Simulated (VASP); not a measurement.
# HfTa3N2 (P6/mmm) in VASP: single point with PBE

Aim: the single point of HfTa3N2 with PBE.

All numbers are computed with VASP 6.6.1; they aren't measurements. Logs are shortened: lines on timing, memory, paths and dates and some standing lists are left out, and cuts for length are marked.

## Step 1: The cell of the first run

It takes space group P6/mmm (No. 191, hexagonal). The conventional cell has a = 5.423 Å, b = 5.423 Å, c = 3.342 Å, α = 90.00°, β = 90.00°, γ = 120.00°. Hf (site symmetry 6/mmm) has 6 N at 3.13 Å and 12 Ta at 3.19 Å and 2 Hf at 3.34 Å within 4.1 Å. Ta (site symmetry mmm) has 4 N at 2.29 Å and 4 Ta at 2.71 Å within 3.0 Å. Within 3.0 Å of N (site symmetry -6m2) lie 6 Ta at 2.29 Å.

## Step 2: Single point, PBE

INCAR

```
SYSTEM = HfTa3N2
ALGO = Normal ; EDIFF = 1E-6
ENCUT = 520 ; GGA = PE
ISIF = 2 ; ISMEAR = 0
LASPH = .True. ; LCHARG = .False.
LREAL = .False. ; LWAVE = .False.
NBANDS = 36 ; NELM = 80
PREC = Accurate ; SIGMA = 0.1
```

KPOINTS

```
k-points
0
Gamma
  6 6 6
  0 0 0
```

POSCAR

```
HfTa3N2
1.0
    5.4232387900      0.0000000000      0.0000000000
   -2.7116193900      4.6966625600      0.0000000000
    0.0000000000      0.0000000000      3.3415803700
Hf Ta N
1 3 2
Direct
    0.0000000000      0.0000000000      0.0000000000
    0.5000000000      0.0000000000      0.5000000000
    0.5000000000      0.5000000000      0.5000000000
    0.0000000000      0.5000000000      0.5000000000
    0.3333333300      0.6666666700      0.0000000000
    0.6666666700      0.3333333300      0.0000000000
```

Potentials or basis: VASP PAW PBE potentials, release 64 (Hf_pv, Ta_pv, N).

Command:

```
> cat potpaw_PBE.64/Hf_pv/POTCAR potpaw_PBE.64/Ta_pv/POTCAR potpaw_PBE.64/N/POTCAR > POTCAR
> mpirun -np 1 vasp_std > vasp.out
```

OUTCAR:

```text
SYSTEM = HfTa3N2
   EDIFF = 1E-6
   ENCUT = 520
   GGA = PE
   ISIF = 2
   ISMEAR = 0
   LASPH = .True.
   LREAL = .False.
   NELM = 80
   PREC = Accurate

 ion  position               nearest neighbor table
   1  0.000  0.000  0.000-   4 3.19   4 3.19   4 3.19   4 3.19   3 3.19   3 3.19   3 3.19   3 3.19
                             2 3.19   2 3.19   2 3.19   2 3.19
   2  0.500  0.000  0.500-   5 2.29   6 2.29   5 2.29   6 2.29   3 2.71   3 2.71   4 2.71   4 2.71
                             1 3.19   1 3.19   1 3.19   1 3.19
   3  0.500  0.500  0.500-   5 2.29   6 2.29   5 2.29   6 2.29   2 2.71   2 2.71   4 2.71   4 2.71
                             1 3.19   1 3.19   1 3.19   1 3.19
   4  0.000  0.500  0.500-   5 2.29   6 2.29   5 2.29   6 2.29   2 2.71   2 2.71   3 2.71   3 2.71
                             1 3.19   1 3.19   1 3.19   1 3.19
   5  0.333  0.667  0.000-   2 2.29   2 2.29   4 2.29   4 2.29   3 2.29   3 2.29
   6  0.667  0.333  0.000-   2 2.29   2 2.29   4 2.29   4 2.29   3 2.29   3 2.29

  LATTYP: Found a hexagonal cell.
 ALAT       =     5.4232387900
 C/A-ratio  =     0.6161595496

  Lattice vectors:

 A1 = (   5.4232387900,   0.0000000000,   0.0000000000)
 A2 = (  -2.7116193900,   4.6966625600,   0.0000000000)
 A3 = (   0.0000000000,   0.0000000000,   3.3415803700)

Analysis of symmetry for initial positions (statically):
=====================================================================
 Subroutine PRICEL returns:
 Original cell was already a primitive cell.

 Routine SETGRP: Setting up the symmetry group for a
 hexagonal supercell.

 Subroutine GETGRP returns: Found 24 space group operations
 (whereof 24 operations were pure point group operations)
 out of a pool of 24 trial point group operations.

The static configuration has the point symmetry D_6h.

Analysis of symmetry for dynamics (positions and initial velocities):
=====================================================================
 Subroutine PRICEL returns:
 Original cell was already a primitive cell.

 Routine SETGRP: Setting up the symmetry group for a
 hexagonal supercell.

 Subroutine GETGRP returns: Found 24 space group operations
 (whereof 24 operations were pure point group operations)
 out of a pool of 24 trial point group operations.

The dynamic configuration has the point symmetry D_6h.

 Subroutine INISYM returns: Found 24 space group operations
 (whereof 24 operations are pure point group operations),
 and found     1 'primitive' translations

----------------------------------------------------------------------------------------

                                     Primitive cell

  volume of cell :      85.1138

  direct lattice vectors                    reciprocal lattice vectors
     5.423238790  0.000000000  0.000000000     0.184391659  0.106458574  0.000000000
    -2.711619390  4.696662560  0.000000000     0.000000000  0.212917149  0.000000000
     0.000000000  0.000000000  3.341580370     0.000000000  0.000000000  0.299259599

  length of vectors
     5.423238790  5.423238785  3.341580370     0.212917148  0.212917149  0.299259599

  position of ions in fractional coordinates (direct lattice)
     0.000000000  0.000000000  0.000000000
     0.500000000  0.000000000  0.500000000
     0.500000000  0.500000000  0.500000000
     0.000000000  0.500000000  0.500000000
     0.333333330  0.666666670  0.000000000
     0.666666670  0.333333330  0.000000000

  ion indices of the primitive-cell ions
   primitive index   ion index
                 1           1
                 2           2
                 3           3
                 4           4
                 5           5
                 6           6

----------------------------------------------------------------------------------------

 KPOINTS: k-points

Automatic generation of k-mesh.
 Grid dimensions read from file:
 generate k-points for:    6    6    6

 Generating k-lattice:

  Cartesian coordinates                     Fractional coordinates (reciprocal lattice)
     0.030731943  0.017743096  0.000000000     0.166666667  0.000000000  0.000000000
     0.000000000  0.035486191  0.000000000     0.000000000  0.166666667  0.000000000
     0.000000000  0.000000000  0.049876600     0.000000000  0.000000000  0.166666667

  Length of vectors
     0.035486191  0.035486191  0.049876600

  Shift w.r.t. Gamma in fractional coordinates (k-lattice)
     0.000000000  0.000000000  0.000000000

 Subroutine IBZKPT returns following result:
 ===========================================

 Found     28 irreducible k-points:

 Following reciprocal coordinates:
            Coordinates               Weight
  0.000000  0.000000  0.000000      1.000000
  0.166667  0.000000  0.000000      6.000000
  0.333333  0.000000  0.000000      6.000000
  0.500000  0.000000  0.000000      3.000000
  0.166667  0.166667  0.000000      6.000000
  0.333333  0.166667  0.000000     12.000000
[... 16 lines left out ...]
  0.166667  0.000000  0.500000      6.000000
  0.333333  0.000000  0.500000      6.000000
 [... further k-points ...]
   k-points           NKPTS =     28   k-points in BZ     NKDIM =     28   number of bands    NBANDS=     36
   number of dos      NEDOS =    301   number of ions     NIONS =      6
   total plane-waves  NPLWV =  44800
   dimension x,y,z NGX =    40 NGY =   40 NGZ =   28
   dimension x,y,z NGXF=    80 NGYF=   80 NGZF=   56
   ions per type =               1   3   2
   NGX,Y,Z   is equivalent  to a cutoff of  12.26, 12.26, 13.93 a.u.
   NGXF,Y,Z  is equivalent  to a cutoff of  24.52, 24.52, 27.86 a.u.
 SYSTEM =  HfTa3N2
   PREC   = accura    normal or accurate (medium, high low for compatibility)
   ISTART =      0    job   : 0-new  1-cont  2-samecut
   ICHARG =      2    charge: 1-file 2-atom 10-const
   ISPIN  =      1    spin polarized calculation?
   LNONCOLLINEAR =      F non collinear calculations
   LSORBIT =      F    spin-orbit coupling
   LASPH  =      T    aspherical Exc in radial PAW
   ENCUT  =  520.0 eV  38.22 Ry    6.18 a.u.  10.08 10.08  6.21*2*pi/ulx,y,z
   NELM   =     80;   NELMIN=  2; NELMDL= -5     # of ELM steps
   EDIFF  = 0.1E-05   stopping-criterion for ELM
   LREAL  =      F    real-space projection
   EDIFFG = 0.1E-04   stopping-criterion for IOM
   NSW    =      0    number of steps for IOM
   IBRION =     -1    ionic relax: 0-MD 1-quasi-New 2-CG
   NFREE  =      0    steps in history (QN), initial steepest desc. (CG)
   ISIF   =      2    stress and relaxation
   ISYM   =      2    0-nonsym 1-usesym 2-fastsym
   POTIM  = 0.5000    time-step for ionic-motion
   TEBEG  =    0.0;   TEEND  =   0.0 temperature during run
   PSTRESS=    0.0 pullay stress
   NELECT =      53.0000    total number of electrons
   NUPDOWN=      -1.0000    fix difference up-down
   EMIN   =  10.00;   EMAX   =-10.00  energy-range for DOS
   EFERMI =   0.00;   METHOD = LEGACY
   ISMEAR =     0;   SIGMA  =   0.10  broadening in eV -4-tet -1-fermi 0-gaus
   EFERMI_NEDOS =   21; number of points for ismear=-14 and -15
   IALGO  =     38    algorithm
   IMIX   =      4    mixing-type and parameters
     AMIX     =   0.40;   BMIX     =  1.00
     AMIX_MAG =   1.60;   BMIX_MAG =  1.00
  volume/ion in A,a.u.               =      14.19        95.73
  Fermi-wavevector in a.u.,A,eV,Ry     =   1.397977  2.641794 26.590417  1.954341
  Thomas-Fermi vector in A             =   2.521181
   LORBIT       =      0    0 simple, 1 ext, 2 COOP (PROOUT), +10 PAW based schemes
   GGA     = PE    functional components
   LHFCALC =     F    Hartree Fock is set to
   AEXX    =    0.0000 exact exchange contribution
   IVDW    =     0    specifies the selected vdW correction
   LEPSILON=     F    determine dielectric tensor
   LRPA    =     F    only Hartree local field effects (RPA)
 non-spin polarized calculation
 Gauss-broadening in eV      SIGMA  =   0.10
  energy-cutoff  :      520.00
  volume of cell :       85.11
 maximum number of plane-waves:      2322
   NGX = 21   NGY = 21   NGZ = 13

 number of electron      52.9999998 magnetization

 Free energy of the ion-electron system (eV)
  ---------------------------------------------------
  ext. energy  EPLUGINS =         0.00000000
  ---------------------------------------------------
  free energy    TOTEN  =       -62.66240694 eV

  energy without entropy =      -62.62932171  energy(sigma->0) =      -62.64586433

 E-fermi :   6.8456     XC(G=0): -12.5303

 val. band max:        6.8270332472   @ k =   0.3333   0.1667   0.0000
 cond. band min:       6.8565356639   @ k =   0.1667   0.1667   0.0000
 fundamental gap:      0.0295024167
 Fermi energy:         6.8456177508

 k-point     1 :       0.0000    0.0000    0.0000
  band No.  band energies     occupation
      1     -29.0822      2.00000
      2     -28.1363      2.00000
      3     -28.1363      2.00000
      4     -27.9462      2.00000
      5     -27.6923      2.00000
      6     -27.6923      2.00000
[... 28 lines left out ...]
     35      10.4941      0.00000
     36      12.3065      0.00000

 k-point     2 :       0.1667    0.0000    0.0000
  band No.  band energies     occupation
      1     -28.9988      2.00000
      2     -28.1299      2.00000
      3     -28.0769      2.00000
      4     -27.9313      2.00000
      5     -27.7076      2.00000
      6     -27.6924      2.00000
[... 28 lines left out ...]
     35      10.4119      0.00000
     36      11.3817      0.00000

 k-point     3 :       0.3333    0.0000    0.0000
  band No.  band energies     occupation
      1     -28.7935      2.00000
      2     -28.1072      2.00000
      3     -27.9128      2.00000
      4     -27.8927      2.00000
      5     -27.7469      2.00000
      6     -27.6926      2.00000
[... 28 lines left out ...]
     35      10.5992      0.00000
     36      10.6209      0.00000

 k-point     4 :       0.5000    0.0000    0.0000
  band No.  band energies     occupation
      1     -28.6554      2.00000
      2     -28.0721      2.00000
      3     -27.8614      2.00000
      4     -27.7786      2.00000
      5     -27.7713      2.00000
      6     -27.7159      2.00000
[... 28 lines left out ...]
     35       9.4186      0.00000
     36      10.6184      0.00000

 k-point     5 :       0.1667    0.1667    0.0000
  band No.  band energies     occupation
      1     -28.8487      2.00000
      2     -28.1308      2.00000
      3     -27.9551      2.00000
      4     -27.9041      2.00000
      5     -27.7352      2.00000
      6     -27.6927      2.00000
[... 655 lines left out ...]
 k-point    22 :       0.0000    0.0000    0.5000
  band No.  band energies     occupation
      1     -29.0202      2.00000
      2     -28.2136      2.00000
      3     -28.0955      2.00000
      4     -28.0955      2.00000
      5     -27.8881      2.00000
      6     -27.8881      2.00000
[... 28 lines left out ...]
     35      10.2381      0.00000
     36      11.0708      0.00000

 k-point    23 :       0.1667    0.0000    0.5000
  band No.  band energies     occupation
      1     -28.9383      2.00000
      2     -28.1963      2.00000
      3     -28.0931      2.00000
      4     -28.0379      2.00000
      5     -27.9087      2.00000
      6     -27.8889      2.00000
[... 28 lines left out ...]
     35      10.6250      0.00000
     36      10.8717      0.00000

 k-point    24 :       0.3333    0.0000    0.5000
  band No.  band energies     occupation
      1     -28.7378      2.00000
      2     -28.1515      2.00000
      3     -28.0750      2.00000
      4     -27.9603      2.00000
      5     -27.8904      2.00000
      6     -27.8787      2.00000
[... 28 lines left out ...]
     35      10.8126      0.00000
     36      11.2843      0.00000

 [... further k-points ...]

------------------------ aborting loop because EDIFF is reached ----------------------------------------

  FORCE on cell =-STRESS in cart. coord.  units (eV):
  Direction    XX          YY          ZZ          XY          YZ          ZX
  --------------------------------------------------------------------------------------
  -------------------------------------------------------------------------------------
  Total        4.8665843      4.8665843    -10.3399564      0.0000000      0.0000000      0.0000000
  in kB       91.6083021     91.6083020   -194.6387429      0.0000001      0.0000000      0.0000000
  external PRESSURE =      -3.8073796 kB  Pullay stress =       0.0000000 kB

 VOLUME and BASIS-vectors are now :
 -----------------------------------------------------------------------------
  energy-cutoff  :      520.00
  volume of cell :       85.11
      direct lattice vectors                 reciprocal lattice vectors
     5.423238790  0.000000000  0.000000000     0.184391659  0.106458574  0.000000000
    -2.711619390  4.696662560  0.000000000     0.000000000  0.212917149  0.000000000
     0.000000000  0.000000000  3.341580370     0.000000000  0.000000000  0.299259599

 POSITION                                       TOTAL-FORCE (eV/Angst)
 -----------------------------------------------------------------------------------
      0.00000      0.00000      0.00000        -0.000000      0.000000     -0.000000
      2.71162      0.00000      1.67079        -0.000000      0.000000     -0.000000
      1.35581      2.34833      1.67079        -0.000000      0.000000     -0.000000
     -1.35581      2.34833      1.67079        -0.000000      0.000000     -0.000000
     -0.00000      3.13111      0.00000        -0.000000     -0.000000     -0.000000
      2.71162      1.56555      0.00000         0.000000      0.000000      0.000000
 -----------------------------------------------------------------------------------
    total drift:                               -0.000000     -0.000000     -0.000000

  FREE ENERGIE OF THE ION-ELECTRON SYSTEM (eV)
  ---------------------------------------------------
  free  energy   TOTEN  =       -62.6624069447 eV

  energy  without entropy=      -62.6293217118  energy(sigma->0) =      -62.64586433
```

Run time: 2.1 min. Hardware: 1 thread of Intel Xeon Platinum 8175M at 2.50GHz (Skylake/Cascade Lake), shared host; peak memory 0.24 GiB.

Results:

| Property | Result |
| --- | --- |
| Free energy | -62.6624 eV |
| Pressure | -0.4 GPa |

Caveat: spin-orbit coupling is left out, which moves the levels of the heavy elements.
